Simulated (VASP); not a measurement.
A run of VASP 6.6.1:

INCAR

```
SYSTEM = Bi2Se3
PREC = Accurate
ENCUT = 520
EDIFF = 1E-7
ISMEAR = 0
SIGMA = 0.03
LREAL = .False.
LASPH = .True.
NELM = 80
ALGO = Normal
ISIF = 2
LWAVE = .False.
LCHARG = .False.
GGA = PS
NBANDS = 32
```

The input KPOINTS:

```
Automatic mesh
0
Gamma
  12 12 12
  0 0 0
```

POSCAR

```
Bi2Se3
1.0
    1.9886393249      1.1481414496     10.3089564000
   -1.9886393249      1.1481414496     10.3089564000
    0.0000000000     -2.2962828992     10.3089564000
Bi Se
2 3
Direct
    0.4008000000      0.4008000000      0.4008000000
    0.5992000000      0.5992000000      0.5992000000
    0.0000000000      0.0000000000      0.0000000000
    0.2117000000      0.2117000000      0.2117000000
    0.7883000000      0.7883000000      0.7883000000
```

Potentials or basis: VASP PAW PBE potentials, release 64 (Bi_d, Se).

Launch:

```bash
$ cat potpaw_PBE.64/Bi_d/POTCAR potpaw_PBE.64/Se/POTCAR > POTCAR
$ mpirun -np 1 vasp_std > vasp.out
```

Hardware: 1 thread of Intel(R) Xeon(R) Platinum 8259CL CPU @ 2.50GHz (Skylake/Cascade Lake) (shared host).

Question: Estimate the wall time of this run.

Answer: Wall time 73 min on 1 thread of Intel(R) Xeon(R) Platinum 8259CL CPU @ 2.50GHz (Skylake/Cascade Lake), on a shared host, peak memory 1.4 GiB. Counts: scf iterations 15, k points 189.
